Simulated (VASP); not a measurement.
# Sb6Au (Fm-3m) in VASP: a series of runs, part 2 of 3

VASP 6.6.1. Earlier steps stand in the parts before.

### Step 3. Relaxation of cell and atoms, PBE (atoms taken out)

The input, INCAR:

```
SYSTEM = Sb6Au
PREC = Accurate ; ENCUT = 600
EDIFF = 1E-7 ; ISMEAR = 0
SIGMA = 0.1 ; LREAL = .False.
LASPH = .True. ; NELM = 60
ALGO = Normal ; ISIF = 3
LWAVE = .False. ; LCHARG = .False.
GGA = PE ; IBRION = 2
NSW = 100 ; EDIFFG = -0.01
```

The input, KPOINTS:

```
regular mesh
0
Gamma
  6 6 6
  0 0 0
```

The input, POSCAR:

```
Sb6Au
1.0
    0.0000000000      5.0414217390      5.0414217390
    5.0414217390      0.0000000000      5.0414217390
    5.0414217390      5.0414217390      0.0000000000
Sb Au
6 1
Direct
    0.7210188716      0.2789811284      0.2789811284
    0.2789811284      0.7210188716      0.7210188716
    0.2789811284      0.7210188716      0.2789811284
    0.7210188716      0.2789811284      0.7210188716
    0.2789811284      0.2789811284      0.7210188716
    0.7210188716      0.7210188716      0.2789811284
    0.0000000000      0.0000000000      0.0000000000
```

Potentials or basis: VASP PAW PBE potentials, release 64 (Sb, Au).

The run is started by

```
> cat potpaw_PBE.64/Sb/POTCAR potpaw_PBE.64/Au/POTCAR > POTCAR
> mpirun -np 1 vasp_std > vasp.out
```

OUTCAR:

```text
SYSTEM = Sb6Au
   PREC = Accurate
   ENCUT = 600
   EDIFF = 1E-7
   ISMEAR = 0
   LREAL = .False.
   LASPH = .True.
   NELM = 60
   ISIF = 3
   GGA = PE
   IBRION = 2
   NSW = 100
   EDIFFG = -0.01

 ion  position               nearest neighbor table
   1  0.721  0.279  0.279-   7 2.81   4 3.15   5 3.15   6 3.15   3 3.15
   2  0.279  0.721  0.721-   7 2.81   4 3.15   5 3.15   6 3.15   3 3.15
   3  0.279  0.721  0.279-   7 2.81   2 3.15   5 3.15   6 3.15   1 3.15
   4  0.721  0.279  0.721-   7 2.81   2 3.15   5 3.15   6 3.15   1 3.15
   5  0.279  0.279  0.721-   7 2.81   2 3.15   3 3.15   4 3.15   1 3.15
   6  0.721  0.721  0.279-   7 2.81   2 3.15   3 3.15   4 3.15   1 3.15
   7  0.000  0.000  0.000-   1 2.81   2 2.81   3 2.81   4 2.81   5 2.81   6 2.81

  LATTYP: Found a face centered cubic cell.
 ALAT       =    10.0828434780

  Lattice vectors:

 A1 = (   0.0000000000,   5.0414217390,   5.0414217390)
 A2 = (   5.0414217390,   0.0000000000,   5.0414217390)
 A3 = (   5.0414217390,   5.0414217390,   0.0000000000)

Analysis of symmetry for initial positions (statically):
=====================================================================
 Subroutine PRICEL returns:
 Original cell was already a primitive cell.

 Routine SETGRP: Setting up the symmetry group for a
 face centered cubic supercell.

 Subroutine GETGRP returns: Found 48 space group operations
 (whereof 48 operations were pure point group operations)
 out of a pool of 48 trial point group operations.

The static configuration has the point symmetry O_h .

Analysis of symmetry for dynamics (positions and initial velocities):
=====================================================================
 Subroutine PRICEL returns:
 Original cell was already a primitive cell.

 Routine SETGRP: Setting up the symmetry group for a
 face centered cubic supercell.

 Subroutine GETGRP returns: Found 48 space group operations
 (whereof 48 operations were pure point group operations)
 out of a pool of 48 trial point group operations.

The dynamic configuration has the point symmetry O_h .

 Subroutine INISYM returns: Found 48 space group operations
 (whereof 48 operations are pure point group operations),
 and found     1 'primitive' translations

----------------------------------------------------------------------------------------

                                     Primitive cell

  volume of cell :     256.2649

  direct lattice vectors                    reciprocal lattice vectors
     0.000000000  5.041421739  5.041421739    -0.099178372  0.099178372  0.099178372
     5.041421739  0.000000000  5.041421739     0.099178372 -0.099178372  0.099178372
     5.041421739  5.041421739  0.000000000     0.099178372  0.099178372 -0.099178372

  length of vectors
     7.129646997  7.129646997  7.129646997     0.171781979  0.171781979  0.171781979

  position of ions in fractional coordinates (direct lattice)
     0.721018872  0.278981128  0.278981128
     0.278981128  0.721018872  0.721018872
     0.278981128  0.721018872  0.278981128
     0.721018872  0.278981128  0.721018872
     0.278981128  0.278981128  0.721018872
     0.721018872  0.721018872  0.278981128
     0.000000000  0.000000000  0.000000000

  ion indices of the primitive-cell ions
   primitive index   ion index
                 1           1
                 2           2
                 3           3
                 4           4
                 5           5
                 6           6
                 7           7

----------------------------------------------------------------------------------------

 KPOINTS: regular mesh

Automatic generation of k-mesh.
 Grid dimensions read from file:
 generate k-points for:    6    6    6

 Generating k-lattice:

  Cartesian coordinates                     Fractional coordinates (reciprocal lattice)
    -0.016529729  0.016529729  0.016529729     0.166666667  0.000000000  0.000000000
     0.016529729 -0.016529729  0.016529729     0.000000000  0.166666667  0.000000000
     0.016529729  0.016529729 -0.016529729     0.000000000  0.000000000  0.166666667

  Length of vectors
     0.028630330  0.028630330  0.028630330

  Shift w.r.t. Gamma in fractional coordinates (k-lattice)
     0.000000000  0.000000000  0.000000000

 Subroutine IBZKPT returns following result:
 ===========================================

 Found     16 irreducible k-points:

 Following reciprocal coordinates:
            Coordinates               Weight
  0.000000  0.000000  0.000000      1.000000
  0.166667  0.000000  0.000000      8.000000
  0.333333  0.000000  0.000000      8.000000
  0.500000  0.000000  0.000000      4.000000
  0.166667  0.166667  0.000000      6.000000
  0.333333  0.166667  0.000000     24.000000
[... 8 lines left out ...]
 -0.333333  0.333333  0.166667     24.000000
 -0.333333  0.500000  0.166667     12.000000
   k-points           NKPTS =     16   k-points in BZ     NKDIM =     16   number of bands    NBANDS=     24
   number of dos      NEDOS =    301   number of ions     NIONS =      7
   total plane-waves  NPLWV = 216000
   dimension x,y,z NGX =    60 NGY =   60 NGZ =   60
   dimension x,y,z NGXF=   120 NGYF=  120 NGZF=  120
   ions per type =               6   1
   NGX,Y,Z   is equivalent  to a cutoff of  13.99, 13.99, 13.99 a.u.
   NGXF,Y,Z  is equivalent  to a cutoff of  27.98, 27.98, 27.98 a.u.
 SYSTEM =  Sb6Au
   PREC   = accura    normal or accurate (medium, high low for compatibility)
   ISTART =      0    job   : 0-new  1-cont  2-samecut
   ICHARG =      2    charge: 1-file 2-atom 10-const
   ISPIN  =      1    spin polarized calculation?
   LNONCOLLINEAR =      F non collinear calculations
   LSORBIT =      F    spin-orbit coupling
   LASPH  =      T    aspherical Exc in radial PAW
   ENCUT  =  600.0 eV  44.10 Ry    6.64 a.u.  14.24 14.24 14.24*2*pi/ulx,y,z
   NELM   =     60;   NELMIN=  2; NELMDL= -5     # of ELM steps
   EDIFF  = 0.1E-06   stopping-criterion for ELM
   LREAL  =      F    real-space projection
   EDIFFG = -.1E-01   stopping-criterion for IOM
   NSW    =    100    number of steps for IOM
   IBRION =      2    ionic relax: 0-MD 1-quasi-New 2-CG
   NFREE  =      1    steps in history (QN), initial steepest desc. (CG)
   ISIF   =      3    stress and relaxation
   ISYM   =      2    0-nonsym 1-usesym 2-fastsym
   POTIM  = 0.5000    time-step for ionic-motion
   TEBEG  =    0.0;   TEEND  =   0.0 temperature during run
   PSTRESS=    0.0 pullay stress
   NELECT =      41.0000    total number of electrons
   NUPDOWN=      -1.0000    fix difference up-down
   EMIN   =  10.00;   EMAX   =-10.00  energy-range for DOS
   EFERMI =   0.00;   METHOD = LEGACY
   ISMEAR =     0;   SIGMA  =   0.10  broadening in eV -4-tet -1-fermi 0-gaus
   EFERMI_NEDOS =   21; number of points for ismear=-14 and -15
   IALGO  =     38    algorithm
   IMIX   =      4    mixing-type and parameters
     AMIX     =   0.40;   BMIX     =  1.00
     AMIX_MAG =   1.60;   BMIX_MAG =  1.00
  volume/ion in A,a.u.               =      36.61       247.05
  Fermi-wavevector in a.u.,A,eV,Ry     =   0.888737  1.679469 10.746600  0.789853
  Thomas-Fermi vector in A             =   2.010205
   LORBIT       =      0    0 simple, 1 ext, 2 COOP (PROOUT), +10 PAW based schemes
   GGA     = PE    functional components
   LHFCALC =     F    Hartree Fock is set to
   AEXX    =    0.0000 exact exchange contribution
   IVDW    =     0    specifies the selected vdW correction
   LEPSILON=     F    determine dielectric tensor
   LRPA    =     F    only Hartree local field effects (RPA)
 conjugate gradient relaxation of ions
 non-spin polarized calculation
 Gauss-broadening in eV      SIGMA  =   0.10
  energy-cutoff  :      600.00
  volume of cell :      256.26
 maximum number of plane-waves:      8609
 NGX is ok and might be reduce to    60
   NGX = 29   NGY = 29   NGZ = 29

--------------------------------------- Ionic step        1  -------------------------------------------

 number of electron      41.0000001 magnetization

 Free energy of the ion-electron system (eV)
  ---------------------------------------------------
  ext. energy  EPLUGINS =         0.00000000
  ---------------------------------------------------
  free energy    TOTEN  =       -25.29071871 eV

  energy without entropy =      -25.24517645  energy(sigma->0) =      -25.26794758

------------------------ aborting loop because EDIFF is reached ----------------------------------------

  FORCE on cell =-STRESS in cart. coord.  units (eV):
  Direction    XX          YY          ZZ          XY          YZ          ZX
  --------------------------------------------------------------------------------------
  -------------------------------------------------------------------------------------
  Total       -0.0211822     -0.0211822     -0.0211822     -0.0000000     -0.0000000     -0.0000000
  in kB       -0.1324318     -0.1324318     -0.1324318     -0.0000000     -0.0000000     -0.0000000
  external PRESSURE =      -0.1324318 kB  Pullay stress =       0.0000000 kB
[... 149 lines left out ...]
  energy  without entropy=      -25.2461061521  energy(sigma->0) =      -25.26867380

--------------------------------------- Ionic step        5  -------------------------------------------

 number of electron      41.0000000 magnetization

 Free energy of the ion-electron system (eV)
  ---------------------------------------------------
  ext. energy  EPLUGINS =         0.00000000
  ---------------------------------------------------
  free energy    TOTEN  =       -25.29130440 eV

  energy without entropy =      -25.24617227  energy(sigma->0) =      -25.26873834

 E-fermi :   4.6476     XC(G=0):  -8.4461

 val. band max:        4.6417317105   @ k =   0.3333   0.1667   0.0000
 cond. band min:       4.6754438363   @ k =   0.3333   0.3333   0.0000
 fundamental gap:      0.0337121258
 Fermi energy:         4.6475902510

 k-point     1 :       0.0000    0.0000    0.0000
  band No.  band energies     occupation
      1      -7.1370      2.00000
      2      -4.4304      2.00000
      3      -4.4304      2.00000
      4      -4.4304      2.00000
      5      -3.3632      2.00000
      6      -3.3632      2.00000
[... 455 lines left out ...]
  FREE ENERGIE OF THE ION-ELECTRON SYSTEM (eV)
  ---------------------------------------------------
  free  energy   TOTEN  =       -25.2913044036 eV

  energy  without entropy=      -25.2461722708  energy(sigma->0) =      -25.26873834

 reached required accuracy - stopping structural energy minimisation
```

Wall time 5.2 min (1 thread of AMD EPYC 9R45 (Zen 5), shared host); peak memory 0.55 GiB.

Results:

```yaml
Free_energy: -25.2913 eV
Relaxed_volume: 36.66 Å³/atom
Relaxed_cell: a = 7.133 Å, b = 7.133 Å, c = 7.133 Å, α = 60.00°, β = 60.00°, γ = 60.00°
Space_group_after_relaxing_to_0.1_Å: Fm-3m (No. 225)
Energy_gained_by_relaxing: 0.1 meV/atom
Ionic_steps: 5
Pressure_after_relaxing: 0.0 GPa
Band_gap_on_the_k_mesh: zero (an odd number of electrons rules out a gap without spin polarisation)
```

The path:
```csv
step,energy change (eV),largest force (eV/Å),pressure (GPa),volume (Å³)
1,0.0000,0.0446,-0.01,256.26
2,-0.0004,0.0209,0.03,256.15
3,-0.0005,0.0061,0.05,256.08
4,-0.0005,0.0031,0.06,256.07
5,-0.0006,0.0010,-0.02,256.59
```

Final structure:
```
Sb Au
1.0
     0.00000    5.04358    5.04358
     5.04358    0.00000    5.04358
     5.04358    5.04358    0.00000
Sb Au
6 1
Direct
  0.72056 0.27944 0.27944
  0.27944 0.72056 0.72056
  0.27944 0.72056 0.27944
  0.72056 0.27944 0.72056
  0.27944 0.27944 0.72056
  0.72056 0.72056 0.27944
  0.00000 0.00000 0.00000
```

Levels at points of the mesh, in eV from the Fermi level:
| k point | band 18 | band 19 | band 20 | band 21 | band 22 | band 23 |
| --- | --- | --- | --- | --- | --- | --- |
| (0.00, 0.00, 0.00) | -2.88 | 0.60 | 0.68 | 0.68 | 0.68 | 2.39 |
| (0.50, 0.00, 0.00) | -0.88 | -0.40 | -0.19 | -0.19 | 0.07 | 0.07 |
| (0.50, 0.50, 0.00) | -1.96 | -0.89 | -0.49 | -0.38 | -0.38 | -0.33 |

Caveat: the cell differs from its parent crystal (atoms taken out); spin-orbit coupling is left out, which moves the levels of the heavy elements.

(Part 2 of 3 ends here.)

The gap in the log of VASP goes by the Fermi energy; the results here count the filled bands.